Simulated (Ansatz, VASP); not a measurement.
**Two plane-wave programs on SnW**

```
Sn W
1.0
     3.33938    0.00000    0.00000
     0.00000    3.33938    0.00000
     0.00000    0.00000    3.33938
Sn W
1 1
Direct
  0.50000 0.50000 0.50000
  0.00000 0.00000 0.00000
```

Change from the starting cell: species swapped into the CaTl type (Pm-3m, No. 221).

Alike in both runs: functional PBE; k mesh 6 × 6 × 6; occupations gaussian, width 0.1 eV; no spin polarisation.

Ansatz relaxed the structure, and its values are those at the end. VASP's run is a single point on that final structure, the one shown.

```csv
,VASP,Ansatz
version,VASP 6.6.1,Ansatz 0.2.0
potentials or method,"VASP PAW PBE potentials, release 64 (Sn_d, W_sv), cutoff 520 eV","scalar-relativistic, plane waves, PAW"
valence electrons in the cell,28,28
```

```tsv
	VASP	Ansatz	Ansatz less VASP
gap on the k mesh at the Fermi level (eV)	none	none	-
pressure (GPa)	0.1	0.0	-0.07
```

A gap of «none» marks a metal or a gap that the smearing closes. With one functional, cell and mesh, what is left measures potentials, basis and numerics.

Neither program's run includes spin-orbit coupling.
